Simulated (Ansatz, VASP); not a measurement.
**Two plane-wave programs on Ti**

The input INCAR:

```
PREC = Accurate ; ENCUT = 520
EDIFF = 1E-7 ; ISMEAR = 0
SIGMA = 0.15 ; LREAL = False
LASPH = True ; NELM = 80
ALGO = Fast ; ISIF = 2
LWAVE = False ; LCHARG = True
GGA = PE ; LELF = True
LVHAR = True ; NBANDS = 19
```

The input KPOINTS:

```
Automatic mesh
0
Gamma
  18 18 10
```

The input POSCAR:

```
Ti
1.0
    2.9942478283      0.0000000000      0.0000000000
   -1.4971239141      2.5930946845      0.0000000000
    0.0000000000      0.0000000000      4.6860000000
Ti
2
Direct
    0.3333333333      0.6666666667      0.2500000000
    0.6666666667      0.3333333333      0.7500000000
```

Input for Ansatz:

```yaml
crystal:
  lattice:
    - [2.9942478283, 0.0, 0.0]
    - [-1.4971239141, 2.5930946845, 0.0]
    - [0.0, 0.0, 4.686]
  atoms:
    - { symbol: Ti, position: [0.3333333333, 0.6666666667, 0.25] }
    - { symbol: Ti, position: [0.6666666667, 0.3333333333, 0.75] }
basis:
  ecutwfc: 420
kpoints:
  mp_grid: { grid: [18, 18, 10] }
hamiltonian:
  xc: pbe
scf:
  occupations: { method: gaussian, width: 0.15 }
output:
  forces: true
  stress: true
  eigenvalues: true
```

Change from the starting cell: strain +0.0150 x Voigt [1, 1, 0, 0, 0, 0], atoms carried along.

Alike in both runs: task single point; functional PBE; k mesh 18 × 18 × 10; occupations gaussian, width 0.15 eV; no spin polarisation.

```csv
,VASP,Ansatz
version,VASP 6.6.1,Ansatz 0.2.0
potentials or method,"VASP PAW PBE potentials, release 64 (Ti_sv), cutoff 520 eV","scalar-relativistic, plane waves, PAW"
valence electrons in the cell,24,24
```

```csv
,VASP,Ansatz,Ansatz less VASP
gap on the k mesh at the Fermi level (eV),none,none,-
pressure (GPa),-4.9,-4.6,+0.31
"traceless stress, the component that is largest in VASP (GPa)",0.69,0.70,+0.006
```

A gap of «none» marks a metal or a gap that the smearing closes.
